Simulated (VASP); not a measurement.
Input of a VASP 6.6.1 run:

The input INCAR:

```
SYSTEM = TiSi2
  PREC = Accurate
  ENCUT = 520
  EDIFF = 1E-6
  ISMEAR = 0
  SIGMA = 0.1
  LREAL = .FALSE.
  LASPH = .TRUE.
  NELM = 80
  ALGO = Normal
  ISIF = 2
  LWAVE = .FALSE.
  LCHARG = .FALSE.
  GGA = PE
  NBANDS = 29
```

File KPOINTS:

```
Automatic mesh
0
G
  6 6 6
  0 0 0
```

The input POSCAR:

```
TiSi2
1.0
    1.8053389618     -7.2054246004      0.0000000000
    1.8053389618      7.2054246004      0.0000000000
    0.0000000000      0.0000000000      3.5852351808
Ti Si
2 4
Direct
    0.8946665385      0.1053334615      0.7500000000
    0.1053334615      0.8946665385      0.2500000000
    0.5530999461      0.4469000539      0.7500000000
    0.4469000539      0.5530999461      0.2500000000
    0.2503123056      0.7496876944      0.7500000000
    0.7496876944      0.2503123056      0.2500000000
```

Potentials or basis: VASP PAW PBE potentials, release 64 (Ti_sv, Si).

Command:

```console
$ cat potpaw_PBE.64/Ti_sv/POTCAR potpaw_PBE.64/Si/POTCAR > POTCAR
$ mpirun -np 1 vasp_std > vasp.out
```

Question: Predict the pressure.

Answer: -7.2 GPa.

Question: Predict the largest force.

Answer: 0.591 eV/Å.

Question: Predict the band gap on the k mesh.

Answer: Zero (band 20 reaches 9.92 eV, above the bottom of band 21 at 9.04 eV).

Stress tensor (GPa, compression positive):
```
-7.42  0.00  0.00
 0.00 -9.77  0.00
 0.00  0.00 -4.27
```
